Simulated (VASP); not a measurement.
Set up this calculation in VASP 6.6.1, as the native input.

| Property | Result |
| --- | --- |
| Task | G0W0 quasiparticle levels |
| Functional | PBE |
| Potentials or basis | VASP PAW PBE potentials, release 64 (Li_GW, Cl_GW) |
| Cutoff | 500 eV |
| k mesh | 4 × 4 × 4 |
| Occupations | gaussian, width 0.01 eV |
| Spin | no spin polarisation |
| Dipole correction | no |
| GW scheme | G0W0 |
| GW iterations | 1 |
| Cutoff of the response function | 200 |
| Frequency points | 96 |
| Empty bands | 241 |
| Further INCAR settings | ALGO = EVGW0; EDIFF = 1e-08; NBANDS = 245 |

Crystal: LiCl.

```
Li Cl
1.0
     3.27112    0.00000    0.00000
     0.00000    3.27112    0.00000
     0.00000    0.00000    3.27112
Li Cl
1 1
Direct
  0.00000 0.00000 0.00000
  0.50000 0.50000 0.50000
```

These files were run (other wordings do the same):

POSCAR

```
LiCl
1.0
    3.2711235786      0.0000000000      0.0000000000
    0.0000000000      3.2711235786      0.0000000000
    0.0000000000      0.0000000000      3.2711235786
Li Cl
1 1
Direct
    0.0000000000      0.0000000000      0.0000000000
    0.5000000000      0.5000000000      0.5000000000
```

INCAR.step1

```
  PREC = Accurate
  ENCUT = 500
  EDIFF = 1E-8
  ISMEAR = 0
  SIGMA = 0.01
  LREAL = False
  LASPH = True
  NELM = 80
  ALGO = Normal
  LWAVE = True
  LCHARG = False
  GGA = PE
```

INCAR.step2

```
  PREC = Accurate
  ENCUT = 500
  EDIFF = 1E-8
  ISMEAR = 0
  SIGMA = 0.01
  LREAL = False
  LASPH = True
  NELM = 1
  ALGO = Exact
  LWAVE = True
  LCHARG = False
  GGA = PE
  NBANDS = 245
  LOPTICS = True
  ISTART = 1
```

INCAR.step3

```
  PREC = Accurate
  ENCUT = 500
  EDIFF = 1E-8
  ISMEAR = 0
  SIGMA = 0.01
  LREAL = False
  LASPH = True
  ALGO = EVGW0
  LWAVE = False
  LCHARG = False
  GGA = PE
  NELMGW = 1
  NBANDS = 245
  ENCUTGW = 200
  NOMEGA = 96
  PRECFOCK = Fast
  ISTART = 1
  NBANDSGW = 12
  OMEGAMAX = 20
```

KPOINTS

```
Automatic mesh
0
Gamma
  4 4 4
```

Potentials or basis: VASP PAW PBE potentials, release 64 (Li_GW, Cl_GW).

Launch:

```console
$ cat potpaw_PBE.64/Li_GW/POTCAR potpaw_PBE.64/Cl_GW/POTCAR > POTCAR
$ cp INCAR.step1 INCAR
$ mpirun -np 1 vasp_std > vasp.out
$ cp INCAR.step2 INCAR
$ mpirun -np 1 vasp_std > vasp.out
$ cp INCAR.step3 INCAR
$ mpirun -np 1 vasp_std > vasp.out
```

Results of the run:

```json
{
  "Quasiparticle gap": "6.72 eV",
  "Least direct quasiparticle gap": "7.56 eV",
  "Band gap of the starting levels on the mesh": "4.40 eV",
  "Least direct gap of the starting levels on the mesh": "5.17 eV"
}
```

Caveat: the k points lie up to 0.48 Å⁻¹ apart; bands, screening cutoff and mesh are small and nothing is extrapolated, so the quasiparticle values aren't converged; the structure was generated, so it needn't be the stable form of LiCl.

Run time: 110 s on 1 thread of Intel(R) Xeon(R) 6975P-C (Granite Rapids), on a shared host, peak memory 0.58 GiB.
